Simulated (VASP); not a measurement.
Runs of VASP 6.6.1 on ZnS. The structure is that of space group F-43m (No. 216), or close to it. The cells are those of the table. 

```csv
task,cell,k mesh,cutoff (eV),smearing,gap on the mesh (eV),pressure (GPa)
single point,"a = 3.796 Å, angles 59.7°, 2 atoms",8 × 8 × 8,520,gaussian 0.01 eV,2.08,0.2
single point,"a = 3.787 Å, angles 60.0°, 2 atoms",12 × 12 × 12,520,fermi-dirac 0.1 eV,2.10,0.2
single point,"a = 3.777 Å, angles 60.3°, 2 atoms",8 × 8 × 8,520,gaussian 0.01 eV,2.07,0.2
single point,"a = 3.777, b = 3.777, c = 3.787 Å, angles 59.9, 59.9, 60.2°, 2 atoms",8 × 8 × 8,520,gaussian 0.01 eV,2.10,(a)
single point,"a = 3.796, b = 3.796, c = 3.787 Å, angles 60.1, 60.1, 59.8°, 2 atoms",8 × 8 × 8,520,gaussian 0.01 eV,2.07,-0.1
relaxation of cell and atoms,"relaxed from a = 3.821 Å, angles 60.0°, 2 atoms",12 × 12 × 12,600,fermi-dirac 0.1 eV,2.08,0.0
single point,"a = 3.768 Å, angles 60.0°, 2 atoms",8 × 8 × 8,520,gaussian 0.01 eV,2.16,(b)
single point,"a = 3.787 Å, angles 60.0°, 2 atoms",8 × 8 × 8,520,gaussian 0.01 eV,2.10,0.2
relaxation of the atoms,"atoms relaxed from a = 3.796 Å, angles 59.7°, 2 atoms",8 × 8 × 8,520,gaussian 0.01 eV,2.08,0.2
relaxation of the atoms,"atoms relaxed from a = 3.777 Å, angles 60.3°, 2 atoms",8 × 8 × 8,520,gaussian 0.01 eV,2.07,0.2
single point,"a = 3.806 Å, angles 60.0°, 2 atoms",8 × 8 × 8,520,gaussian 0.01 eV,2.03,-0.9
```

Alike in all rows: level PBEsol; potentials or basis VASP PAW PBE potentials, release 64 (Zn, S); no spin polarisation.

Question: Estimate the missing entries.

Answer: (a) 0.7; (b) 1.5.

Caveats: the PAW data sets were made with another functional, which shifts forces and pressure a little.

A k mesh can miss the band edges.
